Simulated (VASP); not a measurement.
# NaLaS2 (P4/mmm) in VASP: single point with LDA

Aim: the single point of NaLaS2 with LDA.

Program: VASP 6.6.1. These are calculated values, not measurements. Logs are shortened: lines on timing, memory, paths and dates and some standing lists are left out, and cuts for length are marked.

### Step 1. The cell of the first run

It takes space group P4/mmm (No. 123, tetragonal). Conventional cell: a = 4.202 Å, b = 4.202 Å, c = 5.656 Å, α = 90.00°, β = 90.00°, γ = 90.00°. Na (site symmetry 4/mmm) has 6 S at 2.83 to 2.97 Å within 3.7 Å. La (site symmetry 4/mmm) has 6 S at 2.83 to 2.97 Å within 3.7 Å. Within 3.7 Å of S (site symmetry 4/mmm) lie 2 Na at 2.83 Å and 4 La at 2.97 Å. S (site symmetry 4/mmm) has 2 La at 2.83 Å and 4 Na at 2.97 Å within 3.7 Å.

### Step 2. Single point, LDA

INCAR

```
PREC = Accurate
ENCUT = 520
EDIFF = 1E-6
ISMEAR = -1
SIGMA = 0.1
LREAL = F
LASPH = T
NELM = 100
ALGO = Normal
ISIF = 2
LWAVE = F
LCHARG = F
GGA = CA
NBANDS = 23
```

KPOINTS

```
Automatic mesh
0
Gamma
  4 4 3
```

POSCAR

```
NaLaS2
1.0
    4.2019700000      0.0000000000      0.0000000000
    0.0000000000      4.2019700000      0.0000000000
    0.0000000000      0.0000000000      5.6556110000
Na La S
1 1 2
Direct
    0.0000000000      0.0000000000      0.0000000000
    0.5000000000      0.5000000000      0.5000000000
    0.0000000000      0.0000000000      0.5000000000
    0.5000000000      0.5000000000      0.0000000000
```

Potentials or basis: VASP PAW LDA potentials, release 64 (Na_pv, La, S).

Launch:

```sh
$ cat potpaw_LDA.64/Na_pv/POTCAR potpaw_LDA.64/La/POTCAR potpaw_LDA.64/S/POTCAR > POTCAR
$ mpirun -np 1 vasp_std > vasp.out
```

OUTCAR:

```text
PREC = Accurate
   ENCUT = 520
   EDIFF = 1E-6
   ISMEAR = -1
   LREAL = F
   LASPH = T
   NELM = 100
   ISIF = 2
   GGA = CA

 ion  position               nearest neighbor table
   1  0.000  0.000  0.000-
   2  0.500  0.500  0.500-   4 2.83   4 2.83   3 2.97   3 2.97   3 2.97   3 2.97
   3  0.000  0.000  0.500-   2 2.97   2 2.97   2 2.97   2 2.97
   4  0.500  0.500  0.000-   2 2.83   2 2.83

  LATTYP: Found a simple tetragonal cell.
 ALAT       =     4.2019700000
 C/A-ratio  =     1.3459427364

  Lattice vectors:

 A1 = (   4.2019700000,   0.0000000000,   0.0000000000)
 A2 = (   0.0000000000,   4.2019700000,   0.0000000000)
 A3 = (   0.0000000000,   0.0000000000,   5.6556110000)

Analysis of symmetry for initial positions (statically):
=====================================================================
 Subroutine PRICEL returns:
 Original cell was already a primitive cell.

 Routine SETGRP: Setting up the symmetry group for a
 simple tetragonal supercell.

 Subroutine GETGRP returns: Found 16 space group operations
 (whereof 16 operations were pure point group operations)
 out of a pool of 16 trial point group operations.

The static configuration has the point symmetry D_4h.

Analysis of symmetry for dynamics (positions and initial velocities):
=====================================================================
 Subroutine PRICEL returns:
 Original cell was already a primitive cell.

 Routine SETGRP: Setting up the symmetry group for a
 simple tetragonal supercell.

 Subroutine GETGRP returns: Found 16 space group operations
 (whereof 16 operations were pure point group operations)
 out of a pool of 16 trial point group operations.

The dynamic configuration has the point symmetry D_4h.

 Subroutine INISYM returns: Found 16 space group operations
 (whereof 16 operations are pure point group operations),
 and found     1 'primitive' translations

----------------------------------------------------------------------------------------

                                     Primitive cell

  volume of cell :      99.8586

  direct lattice vectors                    reciprocal lattice vectors
     4.201970000  0.000000000  0.000000000     0.237983612  0.000000000  0.000000000
     0.000000000  4.201970000  0.000000000     0.000000000  0.237983612  0.000000000
     0.000000000  0.000000000  5.655611000     0.000000000  0.000000000  0.176815555

  length of vectors
[... 71 lines left out ...]
   ENCUT  =  520.0 eV  38.22 Ry    6.18 a.u.   7.81  7.81 10.52*2*pi/ulx,y,z
   NELM   =    100;   NELMIN=  2; NELMDL= -5     # of ELM steps
   EDIFF  = 0.1E-05   stopping-criterion for ELM
   LREAL  =      F    real-space projection
   EDIFFG = 0.1E-04   stopping-criterion for IOM
   NSW    =      0    number of steps for IOM
   IBRION =     -1    ionic relax: 0-MD 1-quasi-New 2-CG
   NFREE  =      0    steps in history (QN), initial steepest desc. (CG)
   ISIF   =      2    stress and relaxation
   ISYM   =      2    0-nonsym 1-usesym 2-fastsym
   POTIM  = 0.5000    time-step for ionic-motion
   TEBEG  =    0.0;   TEEND  =   0.0 temperature during run
   PSTRESS=    0.0 pullay stress
   NELECT =      30.0000    total number of electrons
   NUPDOWN=      -1.0000    fix difference up-down
   EMIN   =  10.00;   EMAX   =-10.00  energy-range for DOS
   EFERMI =   0.00;   METHOD = LEGACY
   ISMEAR =    -1;   SIGMA  =   0.10  broadening in eV -4-tet -1-fermi 0-gaus
   EFERMI_NEDOS =   21; number of points for ismear=-14 and -15
   IALGO  =     38    algorithm
   IMIX   =      4    mixing-type and parameters
     AMIX     =   0.40;   BMIX     =  1.00
     AMIX_MAG =   1.60;   BMIX_MAG =  1.00
  volume/ion in A,a.u.               =      24.96       168.47
  Fermi-wavevector in a.u.,A,eV,Ry     =   1.096445  2.071980 16.356804  1.202191
  Thomas-Fermi vector in A             =   2.232787
   LORBIT       =      0    0 simple, 1 ext, 2 COOP (PROOUT), +10 PAW based schemes
   GGA     = CA    functional components
   LHFCALC =     F    Hartree Fock is set to
   AEXX    =    0.0000 exact exchange contribution
   IVDW    =     0    specifies the selected vdW correction
   LEPSILON=     F    determine dielectric tensor
   LRPA    =     F    only Hartree local field effects (RPA)
 non-spin polarized calculation
  energy-cutoff  :      520.00
  volume of cell :       99.86
 maximum number of plane-waves:      2705
 NGX is ok and might be reduce to    32
   NGX = 15   NGY = 15   NGZ = 21

 number of electron      30.0000000 magnetization

 Free energy of the ion-electron system (eV)
  ---------------------------------------------------
  ext. energy  EPLUGINS =         0.00000000
  ---------------------------------------------------
  free energy    TOTEN  =       -23.50714495 eV

  energy without entropy =      -23.50144349  energy(sigma->0) =      -23.50429422

 E-fermi :   3.9519     XC(G=0):  -9.3760

 val. band max:        3.5083117024   @ k =   0.5000   0.0000   0.0000
 cond. band min:       4.2243296310   @ k =   0.0000   0.0000   0.0000
 fundamental gap:      0.7160179286
 Fermi energy:         3.9518625911

 k-point     1 :       0.0000    0.0000    0.0000
  band No.  band energies     occupation
      1     -27.9961      2.00000
      2     -18.5268      2.00000
      3     -18.4906      2.00000
      4     -18.4906      2.00000
      5     -11.7930      2.00000
      6     -11.7320      2.00000
[... 301 lines left out ...]
     22       6.7654      0.00000
     23       7.0942      0.00000

------------------------ aborting loop because EDIFF is reached ----------------------------------------

  FORCE on cell =-STRESS in cart. coord.  units (eV):
  Direction    XX          YY          ZZ          XY          YZ          ZX
  --------------------------------------------------------------------------------------
  -------------------------------------------------------------------------------------
  Total       -2.2173017     -2.2173017     -2.3056671      0.0000000      0.0000000      0.0000000
  in kB      -35.5754134    -35.5754134    -36.9931887      0.0000000      0.0000000      0.0000000
  external PRESSURE =     -36.0480052 kB  Pullay stress =       0.0000000 kB

 VOLUME and BASIS-vectors are now :
 -----------------------------------------------------------------------------
  energy-cutoff  :      520.00
  volume of cell :       99.86
      direct lattice vectors                 reciprocal lattice vectors
     4.201970000  0.000000000  0.000000000     0.237983612  0.000000000  0.000000000
     0.000000000  4.201970000  0.000000000     0.000000000  0.237983612  0.000000000
     0.000000000  0.000000000  5.655611000     0.000000000  0.000000000  0.176815555

 POSITION                                       TOTAL-FORCE (eV/Angst)
 -----------------------------------------------------------------------------------
      0.00000      0.00000      0.00000         0.000000      0.000000      0.000000
      2.10099      2.10099      2.82781         0.000000      0.000000      0.000000
      0.00000      0.00000      2.82781         0.000000      0.000000      0.000000
      2.10099      2.10099      0.00000         0.000000      0.000000      0.000000
 -----------------------------------------------------------------------------------
    total drift:                                0.000000     -0.000000     -0.000000

  FREE ENERGIE OF THE ION-ELECTRON SYSTEM (eV)
  ---------------------------------------------------
  free  energy   TOTEN  =       -23.5071449479 eV

  energy  without entropy=      -23.5014434912  energy(sigma->0) =      -23.50429422
```

OSZICAR:

```text
N       E                     dE             d eps       ncg     rms          rms(c)
DAV:   1     0.283839148506E+03    0.28384E+03   -0.12523E+04   560   0.162E+03
DAV:   2     0.221992733459E+02   -0.26164E+03   -0.23271E+03   686   0.307E+02
DAV:   3    -0.211935749210E+02   -0.43393E+02   -0.41187E+02   780   0.148E+02
DAV:   4    -0.242569303454E+02   -0.30634E+01   -0.30564E+01   967   0.341E+01
DAV:   5    -0.243684829447E+02   -0.11155E+00   -0.11152E+00   826   0.504E+00    0.577E+00
DAV:   6    -0.235859404702E+02    0.78254E+00   -0.28510E+00   891   0.803E+00    0.440E+00
DAV:   7    -0.235228963659E+02    0.63044E-01   -0.25430E-01   908   0.321E+00    0.248E+00
DAV:   8    -0.235084299932E+02    0.14466E-01   -0.50878E-02   954   0.222E+00    0.313E-01
DAV:   9    -0.235072209490E+02    0.12090E-02   -0.45998E-03   840   0.736E-01    0.201E-01
DAV:  10    -0.235071238920E+02    0.97057E-04   -0.10515E-03   968   0.305E-01    0.737E-02
DAV:  11    -0.235071491615E+02   -0.25270E-04   -0.15440E-04   884   0.111E-01    0.337E-02
DAV:  12    -0.235071447536E+02    0.44079E-05   -0.52718E-05   993   0.654E-02    0.522E-03
DAV:  13    -0.235071449479E+02   -0.19427E-06   -0.41108E-06   797   0.174E-02
   1 F= -.23507145E+02 E0= -.23504294E+02  d E =-.570146E-02
```

It took 23 s on 1 thread of AMD EPYC 7R13 (Zen 3), shared host; peak memory 0.15 GiB.

What came out:

```
Free energy            : -23.5071 eV
Pressure               : -3.6 GPa
Band gap on the k mesh : 0.72 eV, indirect (least direct gap 0.76 eV)
```

Stress tensor (GPa, compression positive):
```
-3.56  0.00  0.00
 0.00 -3.56  0.00
 0.00  0.00 -3.70
```

Caveat: spin-orbit coupling is left out, which moves the levels of the heavy elements.
